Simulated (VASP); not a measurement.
A run of VASP 6.6.1:

INCAR

```
PREC = Accurate
ENCUT = 520
EDIFF = 1E-6
ISMEAR = -1
SIGMA = 0.05
LREAL = False
LASPH = True
NELM = 80
ALGO = Normal
ISIF = 2
LWAVE = False
LCHARG = True
GGA = PE
LELF = True
LVHAR = True
NBANDS = 13
```

KPOINTS

```
Automatic mesh
0
Gamma
  10 10 10
```

POSCAR

```
Ge
1.0
    2.7461381693      0.0000000000      0.0000000000
    0.0000000000      2.7461381693      0.0000000000
    0.0000000000      0.0000000000      2.7461381693
Ge
1
Direct
    0.0000000000      0.0000000000      0.0000000000
```

Potentials or basis: VASP PAW PBE potentials, release 64 (Ge_d).

Command:

```sh
$ cat potpaw_PBE.64/Ge_d/POTCAR > POTCAR
$ mpirun -np 1 vasp_std > vasp.out
```

Hardware: 1 thread of Intel(R) Xeon(R) Platinum 8559C (Emerald Rapids) (shared host).

Question: How long does it take, and how much memory?

Answer: Wall time 4.7 s on 1 thread of Intel(R) Xeon(R) Platinum 8559C (Emerald Rapids), with other jobs on the host, peak memory 0.12 GiB. Counts: scf iterations 10, k points 56.
